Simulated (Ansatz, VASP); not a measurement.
# TiC3: VASP beside Ansatz

```
CELL_PARAMETERS angstrom
3.19607 0.00000 0.00000
0.00000 3.19607 0.00000
0.00000 0.00000 3.19607
ATOMIC_POSITIONS crystal
Ti 0.50000 0.50000 0.50000
C 0.50000 0.00000 0.00000
C 0.00000 0.50000 0.00000
C 0.00000 0.00000 0.50000
```

Alike in both runs: functional PBE; k mesh 4 × 4 × 4; occupations gaussian, width 0.1 eV; no spin polarisation.

Ansatz relaxed the structure, and its values are those at the end. VASP's run is a single point on that final structure, the one shown.

|  | VASP | Ansatz |
| --- | --- | --- |
| version | VASP 6.6.1 | Ansatz 0.2.0 |
| potentials or method | VASP PAW PBE potentials, release 64 (Ti_sv, C), cutoff 520 eV | scalar-relativistic, plane waves, PAW |
| valence electrons in the cell | 24 | 24 |

VASP gave:

| Quantity | Value |
| --- | --- |
| gap on the k mesh at the Fermi level (eV) | none |
| pressure (GPa) | 0.2 |

Task: Which values does Ansatz return?

Result: gap on the k mesh at the Fermi level (eV): none; pressure (GPa): -0.1.

A gap of «none» marks a metal or a gap that the smearing closes.

The k mesh is coarse, so the values compare programs but aren't converged.
